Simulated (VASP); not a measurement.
# Ag (P6_3/mmc) in VASP: notebook

Ag is run at these levels: PBE; tasks: single point.

Everything below comes from runs of VASP 6.6.1. Logs are shortened: lines on timing, memory, paths and dates and some standing lists are left out, and cuts for length are marked.

### 1 The cell of the first run

The structure is hexagonal, space group P6_3/mmc (No. 194). Conventional cell: a = 2.930 Å, b = 2.930 Å, c = 4.790 Å, α = 90.00°, β = 90.00°, γ = 120.00°. Within 3.9 Å of Ag (site symmetry -6m2) lie 12 Ag at 2.93 Å.

This isn't the form of Ag at room conditions, which is fcc.

### 2 Single point, PBE

INCAR

```
PREC = Accurate
ENCUT = 520
EDIFF = 1E-6
ISMEAR = -1
SIGMA = 0.05
LREAL = F
LASPH = T
NELM = 60
ALGO = Normal
ISIF = 2
LWAVE = F
LCHARG = F
GGA = PE
NBANDS = 18
```

KPOINTS

```
Automatic mesh
0
Gamma
  14 14 8
```

POSCAR

```
Ag
1.0
    2.9299980804      0.0000000000      0.0000000000
   -1.4649990402      2.5374527707      0.0000000000
    0.0000000000      0.0000000000      4.7900000000
Ag
2
Direct
    0.3333333333      0.6666666667      0.2500000000
    0.6666666667      0.3333333333      0.7500000000
```

Potentials or basis: VASP PAW PBE potentials, release 64 (Ag).

Started as:

```console
$ cat potpaw_PBE.64/Ag/POTCAR > POTCAR
$ mpirun -np 1 vasp_std > vasp.out
```

OUTCAR:

```text
PREC = Accurate
   ENCUT = 520
   EDIFF = 1E-6
   ISMEAR = -1
   LREAL = F
   LASPH = T
   NELM = 60
   ISIF = 2
   GGA = PE

 ion  position               nearest neighbor table
   1  0.333  0.667  0.250-   2 2.93   2 2.93   2 2.93   2 2.93   2 2.93   2 2.93
   2  0.667  0.333  0.750-   1 2.93   1 2.93   1 2.93   1 2.93   1 2.93   1 2.93

  LATTYP: Found a hexagonal cell.
 ALAT       =     2.9299980804
 C/A-ratio  =     1.6348133577

  Lattice vectors:

 A1 = (   2.9299980804,   0.0000000000,   0.0000000000)
 A2 = (  -1.4649990402,   2.5374527707,   0.0000000000)
 A3 = (   0.0000000000,   0.0000000000,   4.7900000000)

Analysis of symmetry for initial positions (statically):
=====================================================================
 Subroutine PRICEL returns:
 Original cell was already a primitive cell.

 Routine SETGRP: Setting up the symmetry group for a
 hexagonal supercell.

 Subroutine GETGRP returns: Found 24 space group operations
 (whereof 12 operations were pure point group operations)
 out of a pool of 24 trial point group operations.

The static configuration has the point symmetry D_3d.
 The point group associated with its full space group is D_6h.

Analysis of symmetry for dynamics (positions and initial velocities):
=====================================================================
 Subroutine PRICEL returns:
 Original cell was already a primitive cell.

 Routine SETGRP: Setting up the symmetry group for a
 hexagonal supercell.

 Subroutine GETGRP returns: Found 24 space group operations
 (whereof 12 operations were pure point group operations)
 out of a pool of 24 trial point group operations.

The dynamic configuration has the point symmetry D_3d.
 The point group associated with its full space group is D_6h.

 Subroutine INISYM returns: Found 24 space group operations
 (whereof 12 operations are pure point group operations),
 and found     1 'primitive' translations

----------------------------------------------------------------------------------------

                                     Primitive cell

  volume of cell :      35.6124

  direct lattice vectors                    reciprocal lattice vectors
     2.929998080  0.000000000  0.000000000     0.341297152  0.197048003  0.000000000
    -1.464999040  2.537452771  0.000000000     0.000000000  0.394096005  0.000000000
     0.000000000  0.000000000  4.790000000     0.000000000  0.000000000  0.208768267

  length of vectors
     2.929998080  2.929998080  4.790000000     0.394096005  0.394096005  0.208768267

  position of ions in fractional coordinates (direct lattice)
     0.333333333  0.666666667  0.250000000
     0.666666667  0.333333333  0.750000000

  ion indices of the primitive-cell ions
   primitive index   ion index
                 1           1
                 2           2

----------------------------------------------------------------------------------------

 KPOINTS: Automatic mesh

Automatic generation of k-mesh.
 Grid dimensions read from file:
 generate k-points for:   14   14    8

 Generating k-lattice:

  Cartesian coordinates                     Fractional coordinates (reciprocal lattice)
     0.024378368  0.014074857  0.000000000     0.071428571  0.000000000  0.000000000
     0.000000000  0.028149715  0.000000000     0.000000000  0.071428571  0.000000000
     0.000000000  0.000000000  0.026096033     0.000000000  0.000000000  0.125000000

  Length of vectors
     0.028149715  0.028149715  0.026096033

  Shift w.r.t. Gamma in fractional coordinates (k-lattice)
     0.000000000  0.000000000  0.000000000

 Subroutine IBZKPT returns following result:
 ===========================================

 Found    120 irreducible k-points:

 Following reciprocal coordinates:
            Coordinates               Weight
  0.000000  0.000000  0.000000      1.000000
  0.071429  0.000000  0.000000      6.000000
  0.142857  0.000000  0.000000      6.000000
  0.214286  0.000000  0.000000      6.000000
  0.285714  0.000000  0.000000      6.000000
  0.357143  0.000000  0.000000      6.000000
[... 16 lines left out ...]
  0.285714  0.285714  0.000000      6.000000
  0.357143  0.285714  0.000000      6.000000
 [... further k-points ...]
   k-points           NKPTS =    120   k-points in BZ     NKDIM =    120   number of bands    NBANDS=     18
   number of dos      NEDOS =    301   number of ions     NIONS =      2
   total plane-waves  NPLWV =  20736
   dimension x,y,z NGX =    24 NGY =   24 NGZ =   36
   dimension x,y,z NGXF=    48 NGYF=   48 NGZF=   72
   ions per type =               2
   NGX,Y,Z   is equivalent  to a cutoff of  13.62, 13.62, 12.49 a.u.
   NGXF,Y,Z  is equivalent  to a cutoff of  27.23, 27.23, 24.99 a.u.
 SYSTEM =  unknown system
   PREC   = accura    normal or accurate (medium, high low for compatibility)
   ISTART =      0    job   : 0-new  1-cont  2-samecut
   ICHARG =      2    charge: 1-file 2-atom 10-const
   ISPIN  =      1    spin polarized calculation?
   LNONCOLLINEAR =      F non collinear calculations
   LSORBIT =      F    spin-orbit coupling
   LASPH  =      T    aspherical Exc in radial PAW
   ENCUT  =  520.0 eV  38.22 Ry    6.18 a.u.   5.45  5.45  8.91*2*pi/ulx,y,z
   NELM   =     60;   NELMIN=  2; NELMDL= -5     # of ELM steps
   EDIFF  = 0.1E-05   stopping-criterion for ELM
   LREAL  =      F    real-space projection
   EDIFFG = 0.1E-04   stopping-criterion for IOM
   NSW    =      0    number of steps for IOM
   IBRION =     -1    ionic relax: 0-MD 1-quasi-New 2-CG
   NFREE  =      0    steps in history (QN), initial steepest desc. (CG)
   ISIF   =      2    stress and relaxation
   ISYM   =      2    0-nonsym 1-usesym 2-fastsym
   POTIM  = 0.5000    time-step for ionic-motion
   TEBEG  =    0.0;   TEEND  =   0.0 temperature during run
   PSTRESS=    0.0 pullay stress
   NELECT =      22.0000    total number of electrons
   NUPDOWN=      -1.0000    fix difference up-down
   EMIN   =  10.00;   EMAX   =-10.00  energy-range for DOS
   EFERMI =   0.00;   METHOD = LEGACY
   ISMEAR =    -1;   SIGMA  =   0.05  broadening in eV -4-tet -1-fermi 0-gaus
   EFERMI_NEDOS =   21; number of points for ismear=-14 and -15
   IALGO  =     38    algorithm
   IMIX   =      4    mixing-type and parameters
     AMIX     =   0.40;   BMIX     =  1.00
     AMIX_MAG =   1.60;   BMIX_MAG =  1.00
  volume/ion in A,a.u.               =      17.81       120.16
  Fermi-wavevector in a.u.,A,eV,Ry     =   1.394276  2.634800 26.449806  1.944006
  Thomas-Fermi vector in A             =   2.517841
   LORBIT       =      0    0 simple, 1 ext, 2 COOP (PROOUT), +10 PAW based schemes
   GGA     = PE    functional components
   LHFCALC =     F    Hartree Fock is set to
   AEXX    =    0.0000 exact exchange contribution
   IVDW    =     0    specifies the selected vdW correction
   LEPSILON=     F    determine dielectric tensor
   LRPA    =     F    only Hartree local field effects (RPA)
 non-spin polarized calculation
  energy-cutoff  :      520.00
  volume of cell :       35.61
 maximum number of plane-waves:       989
 NGX is ok and might be reduce to    24
   NGX = 11   NGY = 11   NGZ = 17

 number of electron      22.0000005 magnetization

 Free energy of the ion-electron system (eV)
  ---------------------------------------------------
  ext. energy  EPLUGINS =         0.00000000
  ---------------------------------------------------
  free energy    TOTEN  =        -5.42838887 eV

  energy without entropy =       -5.42458242  energy(sigma->0) =       -5.42648565

 E-fermi :   7.8216     XC(G=0): -11.9509

 val. band max:        7.7410097316   @ k =   0.0714   0.0714   0.1250
 cond. band min:       7.8333997502   @ k =   0.4286   0.0714   0.2500
 fundamental gap:      0.0923900185
 Fermi energy:         7.8216343357

 k-point     1 :       0.0000    0.0000    0.0000
  band No.  band energies     occupation
      1       0.3877      2.00000
      2       1.7094      2.00000
      3       3.1818      2.00000
      4       3.2772      2.00000
      5       3.2772      2.00000
      6       3.4964      2.00000
[... 10 lines left out ...]
     17      25.6266      0.00000
     18      25.6266      0.00000

 k-point     2 :       0.0714    0.0000    0.0000
  band No.  band energies     occupation
      1       0.5245      2.00000
      2       1.7873      2.00000
      3       3.1014      2.00000
      4       3.3473      2.00000
      5       3.3525      2.00000
      6       3.4712      2.00000
[... 10 lines left out ...]
     17      25.3673      0.00000
     18      26.1768      0.00000

 k-point     3 :       0.1429    0.0000    0.0000
  band No.  band energies     occupation
      1       0.9141      2.00000
      2       1.9823      2.00000
      3       2.9749      2.00000
      4       3.3713      2.00000
      5       3.5231      2.00000
      6       3.5490      2.00000
[... 10 lines left out ...]
     17      25.6105      0.00000
     18      25.9251      0.00000

 k-point     4 :       0.2143    0.0000    0.0000
  band No.  band energies     occupation
      1       1.4653      2.00000
      2       2.1458      2.00000
      3       2.9445      2.00000
      4       3.1175      2.00000
      5       3.3211      2.00000
      6       3.5398      2.00000
[... 10 lines left out ...]
     17      23.9134      0.00000
     18      25.5737      0.00000

 k-point     5 :       0.2857    0.0000    0.0000
  band No.  band energies     occupation
      1       1.9125      2.00000
      2       2.1200      2.00000
      3       2.7018      2.00000
      4       3.2052      2.00000
      5       3.3789      2.00000
      6       3.4032      2.00000
[... 10 lines left out ...]
     17      22.4985      0.00000
     18      24.4268      0.00000

 k-point     6 :       0.3571    0.0000    0.0000
  band No.  band energies     occupation
      1       1.9221      2.00000
      2       2.1216      2.00000
      3       2.3761      2.00000
      4       3.2895      2.00000
      5       3.5096      2.00000
      6       3.6041      2.00000
[... 10 lines left out ...]
     17      20.2897      0.00000
     18      24.1428      0.00000

 k-point     7 :       0.4286    0.0000    0.0000
  band No.  band energies     occupation
      1       1.8153      2.00000
      2       2.1095      2.00000
      3       2.1732      2.00000
      4       3.2150      2.00000
      5       3.5252      2.00000
      6       3.6357      2.00000
[... 10 lines left out ...]
     17      18.7479      0.00000
     18      23.6696      0.00000

 k-point     8 :       0.5000    0.0000    0.0000
  band No.  band energies     occupation
      1       1.7738      2.00000
      2       2.0953      2.00000
      3       2.1047      2.00000
      4       3.1890      2.00000
      5       3.4980      2.00000
      6       3.6820      2.00000
[... 10 lines left out ...]
     17      18.3025      0.00000
     18      23.5078      0.00000
[... 229 lines left out ...]
     17      18.1296      0.00000
     18      22.1642      0.00000

 k-point    20 :       0.2143    0.2143    0.0000
  band No.  band energies     occupation
      1       2.3980      2.00000
      2       2.4119      2.00000
      3       2.5035      2.00000
      4       2.9072      2.00000
      5       3.1277      2.00000
      6       3.5407      2.00000
[... 10 lines left out ...]
     17      21.7377      0.00000
     18      21.8285      0.00000

 k-point    21 :       0.2857    0.2143    0.0000
  band No.  band energies     occupation
      1       2.2456      2.00000
      2       2.3671      2.00000
      3       2.5219      2.00000
      4       3.1017      2.00000
      5       3.1808      2.00000
      6       3.5097      2.00000
[... 10 lines left out ...]
     17      19.9790      0.00000
     18      21.1953      0.00000

 k-point    22 :       0.3571    0.2143    0.0000
  band No.  band energies     occupation
      1       2.1580      2.00000
      2       2.3111      2.00000
      3       2.5269      2.00000
      4       3.1258      2.00000
      5       3.3510      2.00000
      6       3.3939      2.00000
[... 10 lines left out ...]
     17      18.5543      0.00000
     18      20.9558      0.00000

 k-point    23 :       0.2857    0.2857    0.0000
  band No.  band energies     occupation
      1       2.1733      2.00000
      2       2.5252      2.00000
      3       2.6049      2.00000
      4       3.1172      2.00000
      5       3.1216      2.00000
      6       3.3727      2.00000
[... 10 lines left out ...]
     17      19.1577      0.00000
     18      19.2897      0.00000

 k-point    24 :       0.3571    0.2857    0.0000
  band No.  band energies     occupation
      1       2.1488      2.00000
      2       2.5753      2.00000
      3       2.6449      2.00000
      4       3.0910      2.00000
      5       3.1652      2.00000
      6       3.2809      2.00000
[... 10 lines left out ...]
     17      18.1346      0.00000
     18      19.0783      0.00000

 [... further k-points ...]

------------------------ aborting loop because EDIFF is reached ----------------------------------------

  FORCE on cell =-STRESS in cart. coord.  units (eV):
  Direction    XX          YY          ZZ          XY          YZ          ZX
  --------------------------------------------------------------------------------------
  -------------------------------------------------------------------------------------
  Total        0.1094943      0.1094943      0.0177553      0.0000000      0.0000000      0.0000000
  in kB        4.9260787      4.9260787      0.7987995      0.0000000      0.0000000      0.0000000
  external PRESSURE =       3.5503190 kB  Pullay stress =       0.0000000 kB

 VOLUME and BASIS-vectors are now :
 -----------------------------------------------------------------------------
  energy-cutoff  :      520.00
  volume of cell :       35.61
      direct lattice vectors                 reciprocal lattice vectors
     2.929998080  0.000000000  0.000000000     0.341297152  0.197048003  0.000000000
    -1.464999040  2.537452771  0.000000000     0.000000000  0.394096005  0.000000000
     0.000000000  0.000000000  4.790000000     0.000000000  0.000000000  0.208768267

 POSITION                                       TOTAL-FORCE (eV/Angst)
 -----------------------------------------------------------------------------------
     -0.00000      1.69164      1.19750        -0.000000      0.000000      0.000000
      1.46500      0.84582      3.59250         0.000000      0.000000      0.000000
 -----------------------------------------------------------------------------------
    total drift:                               -0.000000      0.000000     -0.000000

  FREE ENERGIE OF THE ION-ELECTRON SYSTEM (eV)
  ---------------------------------------------------
  free  energy   TOTEN  =        -5.4283888710 eV

  energy  without entropy=       -5.4245824224  energy(sigma->0) =       -5.42648565
```

Run time: 58 s. Hardware: 1 thread of Intel Xeon 8259CL, shared host; peak memory 0.2 GiB.

Results:

```yaml
Free_energy: -5.4284 eV
Pressure: 0.4 GPa
Band_gap_on_the_k_mesh: zero (bands 11 and 12 overlap by 6.96 eV)
```

Stress tensor (GPa, compression positive):
```
0.49 0.00 0.00
0.00 0.49 0.00
0.00 0.00 0.08
```

Levels at points of the mesh, in eV from the Fermi level:
```
           k point  band 9  band 10  band 11  band 12  band 13  band 14
(0.00, 0.00, 0.00)   -4.00    -3.06    -3.06    -0.27     3.37    15.56
(0.50, 0.00, 0.00)   -2.89    -2.81     0.14     1.47     6.72     6.98
(0.00, 0.00, 0.50)   -3.35    -3.35    -3.35    -3.35    10.82    10.82
(0.50, 0.00, 0.50)   -2.86    -2.86     0.84     0.84     4.37     4.37
```

### 3 Single point, PBE, non-collinear spin, zero start, spin-orbit coupling

INCAR

```
SYSTEM = Ag
PREC     = Accurate       ! precision mode
ENCUT    = 520            ! plane-wave cutoff, eV
EDIFF    = 1E-7           ! SCF threshold, eV
ISMEAR   = -1             ! smearing method
SIGMA    = 0.05           ! smearing width, eV
LREAL    = .FALSE.        ! projectors in reciprocal space
LASPH    = .TRUE.         ! aspherical terms in the spheres
NELM     = 150            ! most SCF steps
ALGO     = Normal         ! electronic algorithm
ISIF     = 2              ! what is computed and relaxed
LWAVE    = .FALSE.        ! write WAVECAR
LCHARG   = .FALSE.        ! write CHGCAR
LNONCOLLINEAR= .TRUE.         ! non-collinear magnetism
MAGMOM   = 0 0 0 0 0 0    ! initial moments
LORBIT   = 11             ! projections on sites
LSORBIT  = .TRUE.         ! spin-orbit coupling
GGA_COMPAT= .FALSE.      
LORBMOM  = .TRUE.       
LMAXMIX  = 4              ! l up to which the mixer works
GGA      = PE             ! functional
NBANDS   = 34             ! bands
```

KPOINTS

```
Automatic mesh
0
G
  14 14 8
  0 0 0
```

POSCAR is that of step 2.

Potentials or basis: VASP PAW PBE potentials, release 64 (Ag).

Started as:

```console
$ cat potpaw_PBE.64/Ag/POTCAR > POTCAR
$ mpirun -np 1 vasp_ncl > vasp.out
```

Wall time 4.1 min (1 thread of Intel Xeon Platinum 8488C (Sapphire Rapids), shared host); peak memory 0.36 GiB.

It converged, with:

```
Free energy                                           : -5.4814 eV
Pressure                                              : 0.2 GPa
Net moment                                            : 0.00 μB per cell
Valence electrons inside the program's atomic spheres : Ag 9.84
```

Stress tensor (GPa, compression positive):
```
 0.38  0.00  0.00
 0.00  0.38  0.00
 0.00  0.00 -0.03
```

Moments on the atoms (μB; x, y, z):
```
Ag  0.00 0.00 0.00
Ag  0.00 0.00 0.00
```
